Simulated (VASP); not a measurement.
# ZnS (Cm) in VASP: single point with r2SCAN

Aim: the single point of ZnS with r2SCAN.

Program: VASP 6.6.1. These are calculated values, not measurements. Logs are shortened: lines on timing, memory, paths and dates and some standing lists are left out, and cuts for length are marked.

### 1 The cell of the first run

It takes space group Cm (No. 8, monoclinic). Conventional cell: a = 6.625 Å, b = 3.825 Å, c = 3.825 Å, α = 90.00°, β = 125.26°, γ = 90.00°. Within 2.8 Å of Zn (site symmetry m) lie 4 S at 2.13 to 2.80 Å. S (site symmetry m) has 4 Zn at 2.13 to 2.80 Å within 2.8 Å.

### 2 Single point, r2SCAN (atom 1 (Zn) moved by (-0.225, +0.450) A along [1 1 0] and z)

Input file POSCAR:

```
ZnS
1.0
    0.0000000000      2.7046500000      2.7046500000
    2.7046500000      0.0000000000      2.7046500000
    2.7046500000      2.7046500000      0.0000000000
Zn S
1 1
Direct
    0.0831900616      0.0831900616     -0.1420143182
    0.7500000000      0.7500000000      0.7500000000
```

Input file INCAR.step1:

```
SYSTEM = ZnS
  PREC = Accurate
  ENCUT = 520
  ISMEAR = 0
  SIGMA = 0.05
  LREAL = .FALSE.
  LASPH = .TRUE.
  NELM = 60
  NBANDS = 16
  GGA = PE
  ALGO = Normal
  EDIFF = 1E-4
  LWAVE = .TRUE.
  LCHARG = .FALSE.
```

Input file INCAR.step2:

```
SYSTEM = ZnS
  PREC = Accurate
  ENCUT = 520
  EDIFF = 1E-6
  ISMEAR = 0
  SIGMA = 0.05
  LREAL = .FALSE.
  LASPH = .TRUE.
  NELM = 60
  ALGO = Normal
  ISIF = 2
  LWAVE = .FALSE.
  LCHARG = .FALSE.
  METAGGA = R2SCAN
  LMIXTAU = .TRUE.
  NBANDS = 16
  ISTART = 1
```

Input file KPOINTS:

```
Automatic mesh
0
G
  8 8 8
  0 0 0
```

Potentials or basis: VASP PAW PBE potentials, release 64 (Zn, S).

Run with:

```
cat potpaw_PBE.64/Zn/POTCAR potpaw_PBE.64/S/POTCAR > POTCAR
cp INCAR.step1 INCAR
mpirun -np 1 vasp_std > vasp.out
cp INCAR.step2 INCAR
mpirun -np 1 vasp_std > vasp.out
```

OUTCAR:

```text
SYSTEM = ZnS
   PREC = Accurate
   ENCUT = 520
   EDIFF = 1E-6
   ISMEAR = 0
   LREAL = .FALSE.
   LASPH = .TRUE.
   NELM = 60
   ISIF = 2
   METAGGA = R2SCAN
   ISTART = 1

 ion  position               nearest neighbor table
   1  0.083  0.083  0.858-   2 2.13   2 2.13   2 2.47   2 2.80
   2  0.750  0.750  0.750-   1 2.13   1 2.13   1 2.47   1 2.80

  LATTYP: Found a face centered cubic cell.
 ALAT       =     5.4093000000

  Lattice vectors:

 A1 = (   0.0000000000,   2.7046500000,   2.7046500000)
 A2 = (   2.7046500000,   0.0000000000,   2.7046500000)
 A3 = (   2.7046500000,   2.7046500000,   0.0000000000)

Analysis of symmetry for initial positions (statically):
=====================================================================
 Subroutine PRICEL returns:
 Original cell was already a primitive cell.

 Routine SETGRP: Setting up the symmetry group for a
 face centered cubic supercell.

 Subroutine GETGRP returns: Found  2 space group operations
 (whereof  2 operations were pure point group operations)
 out of a pool of 48 trial point group operations.

The static configuration has the point symmetry C_1h.

Analysis of symmetry for dynamics (positions and initial velocities):
=====================================================================
 Subroutine PRICEL returns:
 Original cell was already a primitive cell.

 Routine SETGRP: Setting up the symmetry group for a
 face centered cubic supercell.

 Subroutine GETGRP returns: Found  2 space group operations
 (whereof  2 operations were pure point group operations)
 out of a pool of 48 trial point group operations.

The dynamic configuration has the point symmetry C_1h.

 Subroutine INISYM returns: Found  2 space group operations
 (whereof  2 operations are pure point group operations),
 and found     1 'primitive' translations

----------------------------------------------------------------------------------------

                                     Primitive cell

  volume of cell :      39.5697

  direct lattice vectors                    reciprocal lattice vectors
     0.000000000  2.704650000  2.704650000    -0.184866803  0.184866803  0.184866803
     2.704650000  0.000000000  2.704650000     0.184866803 -0.184866803  0.184866803
     2.704650000  2.704650000  0.000000000     0.184866803  0.184866803 -0.184866803

  length of vectors
     3.824952711  3.824952711  3.824952711     0.320198696  0.320198696  0.320198696

  position of ions in fractional coordinates (direct lattice)
     0.083190062  0.083190062  0.857985682
     0.750000000  0.750000000  0.750000000

  ion indices of the primitive-cell ions
   primitive index   ion index
                 1           1
                 2           2

----------------------------------------------------------------------------------------

 KPOINTS: Automatic mesh

Automatic generation of k-mesh.
 Grid dimensions read from file:
 generate k-points for:    8    8    8

 Generating k-lattice:

  Cartesian coordinates                     Fractional coordinates (reciprocal lattice)
    -0.023108350  0.023108350  0.023108350     0.125000000  0.000000000  0.000000000
     0.023108350 -0.023108350  0.023108350     0.000000000  0.125000000  0.000000000
     0.023108350  0.023108350 -0.023108350     0.000000000  0.000000000  0.125000000

  Length of vectors
     0.040024837  0.040024837  0.040024837

  Shift w.r.t. Gamma in fractional coordinates (k-lattice)
     0.000000000  0.000000000  0.000000000

 Subroutine IBZKPT returns following result:
 ===========================================

 Found    150 irreducible k-points:

 Following reciprocal coordinates:
            Coordinates               Weight
  0.000000  0.000000  0.000000      1.000000
  0.125000  0.000000  0.000000      4.000000
  0.000000  0.000000  0.125000      2.000000
  0.125000  0.125000  0.125000      2.000000
  0.250000  0.000000  0.000000      4.000000
  0.000000  0.000000  0.250000      2.000000
[... 16 lines left out ...]
  0.375000  0.125000  0.000000      4.000000
  0.000000  0.375000  0.125000      4.000000
 [... further k-points ...]
   k-points           NKPTS =    150   k-points in BZ     NKDIM =    150   number of bands    NBANDS=     16
   number of dos      NEDOS =    301   number of ions     NIONS =      2
   total plane-waves  NPLWV =  21952
   dimension x,y,z NGX =    28 NGY =   28 NGZ =   28
   dimension x,y,z NGXF=    56 NGYF=   56 NGZF=   56
   ions per type =               1   1
   NGX,Y,Z   is equivalent  to a cutoff of  12.17, 12.17, 12.17 a.u.
   NGXF,Y,Z  is equivalent  to a cutoff of  24.34, 24.34, 24.34 a.u.
 SYSTEM =  ZnS
   PREC   = accura    normal or accurate (medium, high low for compatibility)
   ISTART =      1    job   : 0-new  1-cont  2-samecut
   ICHARG =      0    charge: 1-file 2-atom 10-const
   ISPIN  =      1    spin polarized calculation?
   LNONCOLLINEAR =      F non collinear calculations
   LSORBIT =      F    spin-orbit coupling
   LASPH  =      T    aspherical Exc in radial PAW
   ENCUT  =  520.0 eV  38.22 Ry    6.18 a.u.   7.11  7.11  7.11*2*pi/ulx,y,z
   NELM   =     60;   NELMIN=  2; NELMDL=  0     # of ELM steps
   EDIFF  = 0.1E-05   stopping-criterion for ELM
   LREAL  =      F    real-space projection
   EDIFFG = 0.1E-04   stopping-criterion for IOM
   NSW    =      0    number of steps for IOM
   IBRION =     -1    ionic relax: 0-MD 1-quasi-New 2-CG
   NFREE  =      0    steps in history (QN), initial steepest desc. (CG)
   ISIF   =      2    stress and relaxation
   ISYM   =      2    0-nonsym 1-usesym 2-fastsym
   POTIM  = 0.5000    time-step for ionic-motion
   TEBEG  =    0.0;   TEEND  =   0.0 temperature during run
   PSTRESS=    0.0 pullay stress
   NELECT =      18.0000    total number of electrons
   NUPDOWN=      -1.0000    fix difference up-down
   EMIN   =  10.00;   EMAX   =-10.00  energy-range for DOS
   EFERMI =   0.00;   METHOD = LEGACY
   ISMEAR =     0;   SIGMA  =   0.05  broadening in eV -4-tet -1-fermi 0-gaus
   EFERMI_NEDOS =   21; number of points for ismear=-14 and -15
   IALGO  =     38    algorithm
   IMIX   =      4    mixing-type and parameters
     AMIX     =   0.40;   BMIX     =  1.00
     AMIX_MAG =   1.60;   BMIX_MAG =  1.00
  volume/ion in A,a.u.               =      19.78       133.51
  Fermi-wavevector in a.u.,A,eV,Ry     =   1.259055  2.379268 21.568210  1.585219
  Thomas-Fermi vector in A             =   2.392634
   LORBIT       =      0    0 simple, 1 ext, 2 COOP (PROOUT), +10 PAW based schemes
   METAGGA = R2SCAN    functional components
   LHFCALC =     F    Hartree Fock is set to
   AEXX    =    0.0000 exact exchange contribution
   IVDW    =     0    specifies the selected vdW correction
   LEPSILON=     F    determine dielectric tensor
   LRPA    =     F    only Hartree local field effects (RPA)
 non-spin polarized calculation
 Gauss-broadening in eV      SIGMA  =   0.05
  energy-cutoff  :      520.00
  volume of cell :       39.57
 maximum number of plane-waves:      1090
   NGX = 15   NGY = 15   NGZ = 15

 number of electron      17.9999999 magnetization

 Free energy of the ion-electron system (eV)
  ---------------------------------------------------
  ext. energy  EPLUGINS =         0.00000000
  ---------------------------------------------------
  free energy    TOTEN  =       -18.34805464 eV

  energy without entropy =      -18.34805464  energy(sigma->0) =      -18.34805464

 E-fermi :   2.1493     XC(G=0): -10.2482

 val. band max:        1.9404997648   @ k =   0.0000   0.0000   0.0000
 cond. band min:       4.5671263814   @ k =   0.0000   0.0000   0.0000
 fundamental gap:      2.6266266166
 Fermi energy:         2.1492960328

 k-point     1 :       0.0000    0.0000    0.0000
  band No.  band energies     occupation
      1     -12.0302      2.00000
      2      -5.2692      2.00000
      3      -5.0550      2.00000
      4      -4.6311      2.00000
      5      -4.5048      2.00000
      6      -4.4476      2.00000
[... 8 lines left out ...]
     15      14.0159      0.00000
     16      14.0945      0.00000

 k-point     2 :       0.1250    0.0000    0.0000
  band No.  band energies     occupation
      1     -11.8996      2.00000
      2      -5.2991      2.00000
      3      -4.9883      2.00000
      4      -4.6262      2.00000
      5      -4.5060      2.00000
      6      -4.4536      2.00000
[... 8 lines left out ...]
     15      13.2979      0.00000
     16      14.7639      0.00000

 k-point     3 :       0.0000    0.0000    0.1250
  band No.  band energies     occupation
      1     -11.9299      2.00000
      2      -5.2630      2.00000
      3      -5.0529      2.00000
      4      -4.6190      2.00000
      5      -4.5013      2.00000
      6      -4.4418      2.00000
[... 8 lines left out ...]
     15      13.6183      0.00000
     16      15.0372      0.00000

 k-point     4 :       0.1250    0.1250    0.1250
  band No.  band energies     occupation
      1     -11.9192      2.00000
      2      -5.2380      2.00000
      3      -5.0456      2.00000
      4      -4.6323      2.00000
      5      -4.5086      2.00000
      6      -4.4431      2.00000
[... 8 lines left out ...]
     15      13.4230      0.00000
     16      14.5785      0.00000

 k-point     5 :       0.2500    0.0000    0.0000
  band No.  band energies     occupation
      1     -11.5551      2.00000
      2      -5.3348      2.00000
      3      -4.8362      2.00000
      4      -4.6368      2.00000
      5      -4.4855      2.00000
      6      -4.4602      2.00000
[... 8 lines left out ...]
     15      13.2260      0.00000
     16      14.5052      0.00000

 k-point     6 :       0.0000    0.0000    0.2500
  band No.  band energies     occupation
      1     -11.6726      2.00000
      2      -5.2497      2.00000
      3      -5.0490      2.00000
      4      -4.5553      2.00000
      5      -4.4902      2.00000
      6      -4.4225      2.00000
[... 8 lines left out ...]
     15      13.8141      0.00000
     16      14.2248      0.00000

 k-point     7 :       0.2500    0.2500    0.2500
  band No.  band energies     occupation
      1     -11.6319      2.00000
      2      -5.1611      2.00000
      3      -4.9931      2.00000
      4      -4.6324      2.00000
      5      -4.5159      2.00000
      6      -4.4223      2.00000
[... 8 lines left out ...]
     15      13.4965      0.00000
     16      14.1181      0.00000

 k-point     8 :       0.3750    0.0000    0.0000
  band No.  band energies     occupation
      1     -11.1558      2.00000
      2      -5.3015      2.00000
      3      -4.7264      2.00000
      4      -4.6005      2.00000
      5      -4.4824      2.00000
      6      -4.4134      2.00000
[... 8 lines left out ...]
     15      14.0418      0.00000
     16      14.8165      0.00000

 k-point     9 :       0.0000    0.0000    0.3750
  band No.  band energies     occupation
      1     -11.3892      2.00000
      2      -5.2390      2.00000
      3      -5.0476      2.00000
      4      -4.4751      2.00000
      5      -4.4310      2.00000
      6      -4.3427      2.00000
[... 8 lines left out ...]
     15      14.7045      0.00000
     16      15.1407      0.00000
[... 172 lines left out ...]
 k-point    19 :       0.1250    0.1250   -0.1250
  band No.  band energies     occupation
      1     -11.6735      2.00000
      2      -5.2258      2.00000
      3      -5.0445      2.00000
      4      -4.5686      2.00000
      5      -4.4786      2.00000
      6      -4.4494      2.00000
[... 8 lines left out ...]
     15      14.5171      0.00000
     16      15.6348      0.00000

 k-point    20 :       0.2500    0.1250    0.2500
  band No.  band energies     occupation
      1     -11.6416      2.00000
      2      -5.2537      2.00000
      3      -4.9403      2.00000
      4      -4.6498      2.00000
      5      -4.5102      2.00000
      6      -4.4144      2.00000
[... 8 lines left out ...]
     15      14.5277      0.00000
     16      15.5987      0.00000

 k-point    21 :       0.1250   -0.1250   -0.1250
  band No.  band energies     occupation
      1     -11.5881      2.00000
      2      -5.3407      2.00000
      3      -4.8679      2.00000
      4      -4.6512      2.00000
      5      -4.4793      2.00000
      6      -4.4474      2.00000
[... 8 lines left out ...]
     15      14.0565      0.00000
     16      15.9216      0.00000

 k-point    22 :       0.2500    0.2500    0.1250
  band No.  band energies     occupation
      1     -11.6452      2.00000
      2      -5.1628      2.00000
      3      -5.0025      2.00000
      4      -4.6014      2.00000
      5      -4.4959      2.00000
      6      -4.4665      2.00000
[... 8 lines left out ...]
     15      13.9971      0.00000
     16      15.2238      0.00000

 k-point    23 :       0.3750    0.1250    0.0000
  band No.  band energies     occupation
      1     -11.2519      2.00000
      2      -5.2904      2.00000
      3      -4.7321      2.00000
      4      -4.6328      2.00000
      5      -4.4847      2.00000
      6      -4.4009      2.00000
[... 8 lines left out ...]
     15      15.2643      0.00000
     16      15.5651      0.00000

 k-point    24 :       0.0000    0.3750    0.1250
  band No.  band energies     occupation
      1     -11.1904      2.00000
      2      -5.3006      2.00000
      3      -4.7412      2.00000
      4      -4.5825      2.00000
      5      -4.4918      2.00000
      6      -4.4552      2.00000
[... 8 lines left out ...]
     15      14.4058      0.00000
     16      15.2751      0.00000

 [... further k-points ...]

------------------------ aborting loop because EDIFF is reached ----------------------------------------

  FORCE on cell =-STRESS in cart. coord.  units (eV):
  Direction    XX          YY          ZZ          XY          YZ          ZX
  --------------------------------------------------------------------------------------
  -------------------------------------------------------------------------------------
  Total        1.8140394      1.8140394      0.2872977     -2.3393748      0.0182507      0.0182491
  in kB       73.4503869     73.4503869     11.6326740    -94.7211968      0.7389719      0.7389040
  external PRESSURE =      52.8444826 kB  Pullay stress =       0.0000000 kB

 VOLUME and BASIS-vectors are now :
 -----------------------------------------------------------------------------
  energy-cutoff  :      520.00
  volume of cell :       39.57
      direct lattice vectors                 reciprocal lattice vectors
     0.000000000  2.704650000  2.704650000    -0.184866803  0.184866803  0.184866803
     2.704650000  0.000000000  2.704650000     0.184866803 -0.184866803  0.184866803
     2.704650000  2.704650000  0.000000000     0.184866803  0.184866803 -0.184866803

 POSITION                                       TOTAL-FORCE (eV/Angst)
 -----------------------------------------------------------------------------------
      2.54555      2.54555      0.45000        -0.154341     -0.154341     -2.002556
      4.05697      4.05697      4.05697         0.154341      0.154341      2.002556
 -----------------------------------------------------------------------------------
    total drift:                               -0.004613     -0.004613      0.018129

  FREE ENERGIE OF THE ION-ELECTRON SYSTEM (eV)
  ---------------------------------------------------
  free  energy   TOTEN  =       -18.3480546352 eV

  energy  without entropy=      -18.3480546352  energy(sigma->0) =      -18.34805464
```

Wall time 2.1 min (1 thread of Intel Xeon 6975P-C (Granite Rapids), shared host); peak memory 0.23 GiB.

What came out:

```yaml
Free_energy: -18.3481 eV
Pressure: 5.3 GPa
Largest_force: 2.014 eV/Å
Band_gap_on_the_k_mesh: 2.63 eV, direct
```

Forces in eV/Å, atoms in the order of the input:
```
Zn  -0.154 -0.154 -2.003
S    0.154  0.154  2.003
```

Stress tensor (GPa, compression positive):
```
 7.35 -9.47  0.07
-9.47  7.35  0.07
 0.07  0.07  1.16
```

Caveat: the cell differs from its parent crystal (atom 1 (Zn) moved by (-0.225, +0.450) A along [1 1 0] and z); the PAW data sets were made with another functional, which shifts forces and pressure a little. A k mesh can miss the band edges.
